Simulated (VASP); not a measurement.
A run of VASP 6.6.1 is set up as follows.

INCAR

```
SYSTEM = ZnS
  PREC = Accurate
  ENCUT = 520
  EDIFF = 1E-8
  ISMEAR = -1
  SIGMA = 0.02
  LREAL = Auto
  LASPH = .True.
  NELM = 100
  ALGO = Normal
  ISIF = 2
  LWAVE = .False.
  LCHARG = .False.
  GGA = PE
  LEFG = .True.
  NBANDS = 146
```

Contents of KPOINTS:

```
regular mesh
0
Gamma
  8 8 1
  0 0 0
```

The input POSCAR:

```
ZnS
1.0
    3.8095402906      0.0000000000      0.0000000000
   -1.9047701453      3.2991586684      0.0000000000
    0.0000000000      0.0000000000     43.6273260300
Zn S
14 14
Direct
    0.0000000000      0.0000000000      0.1429055400
    0.6666666667      0.3333333333      0.0714636100
    0.0000000000      0.0000000000      0.5714237300
    0.0000000000      0.0000000000      0.7856916800
    0.3333333333      0.6666666667      0.7142483800
    0.3333333333      0.6666666667      0.2856715900
    0.6666666667      0.3333333333      0.2143497500
    0.6666666667      0.3333333333      0.6429458100
    0.3333333333      0.6666666667      0.4285702000
    0.0000000000      0.0000000000      0.9286234100
    0.6666666667      0.3333333333      0.4999091400
    0.0000000000      0.0000000000      0.3571637500
    0.3333333333      0.6666666667      0.0000910200
    0.3333333333      0.6666666667      0.8571883300
    0.3333333333      0.6666666667      0.7677524900
    0.0000000000      0.0000000000      0.9822087700
    0.0000000000      0.0000000000      0.1964826000
    0.6666666667      0.3333333333      0.6964299800
    0.3333333333      0.6666666667      0.9107168300
    0.3333333333      0.6666666667      0.4820633500
    0.0000000000      0.0000000000      0.4107504200
    0.3333333333      0.6666666667      0.3391965300
    0.6666666667      0.3333333333      0.5534313800
    0.0000000000      0.0000000000      0.8392666800
    0.3333333333      0.6666666667      0.0536096200
    0.6666666667      0.3333333333      0.2678348200
    0.0000000000      0.0000000000      0.6250375600
    0.6666666667      0.3333333333      0.1249680500
```

Potentials or basis: VASP PAW PBE potentials, release 64 (Zn, S).

Launch:

```sh
$ cat potpaw_PBE.64/Zn/POTCAR potpaw_PBE.64/S/POTCAR > POTCAR
$ mpirun -np 1 vasp_std > vasp.out
```

Q: What does it give for the band gap on the k mesh?

A: 2.18 eV, direct.

Q: Estimate the pressure.

A: 2.3 GPa.

Q: Estimate the largest force.

A: 0.016 eV/Å.

Electric field gradients, principal values (V/Å²):
| atom | least | middle | greatest (by size) |
| --- | --- | --- | --- |
| 1 Zn | 0.295 | 0.298 | -0.593 |
| 2 Zn | -0.231 | -0.244 | 0.475 |
| 3 Zn | 0.231 | 0.234 | -0.465 |
| 4 Zn | 0.218 | 0.221 | -0.439 |
| 5 Zn | -0.275 | -0.288 | 0.563 |
| 6 Zn | -0.336 | -0.349 | 0.686 |
| 7 Zn | -0.330 | -0.343 | 0.672 |
| 8 Zn | -0.260 | -0.273 | 0.534 |
| 9 Zn | -0.432 | -0.445 | 0.877 |
| 10 Zn | -0.027 | -0.030 | 0.057 |
| 11 Zn | -0.321 | -0.334 | 0.656 |
| 12 Zn | 0.324 | 0.327 | -0.651 |
| 13 Zn | -0.404 | -0.417 | 0.821 |
| 14 Zn | 0.075 | 0.087 | -0.162 |
| 15 S | -0.452 | -0.453 | 0.905 |
| 16 S | -1.003 | -1.004 | 2.006 |
| 17 S | -0.928 | -0.929 | 1.856 |
| 18 S | -0.119 | -0.120 | 0.239 |
| 19 S | -1.204 | -1.205 | 2.410 |
| 20 S | -0.147 | -0.148 | 0.295 |
| 21 S | -0.868 | -0.869 | 1.737 |
| 22 S | -0.576 | -0.577 | 1.153 |
| 23 S | -0.638 | -0.638 | 1.276 |
| 24 S | -1.205 | -1.206 | 2.412 |
| 25 S | -0.208 | -0.209 | 0.417 |
| 26 S | -0.143 | -0.144 | 0.287 |
| 27 S | -1.084 | -1.085 | 2.170 |
| 28 S | -0.491 | -0.492 | 0.982 |

Caveat: without QUAD_EFG the Cq values of the log hold for a quadrupole moment of 1 mb, not for the nuclei.
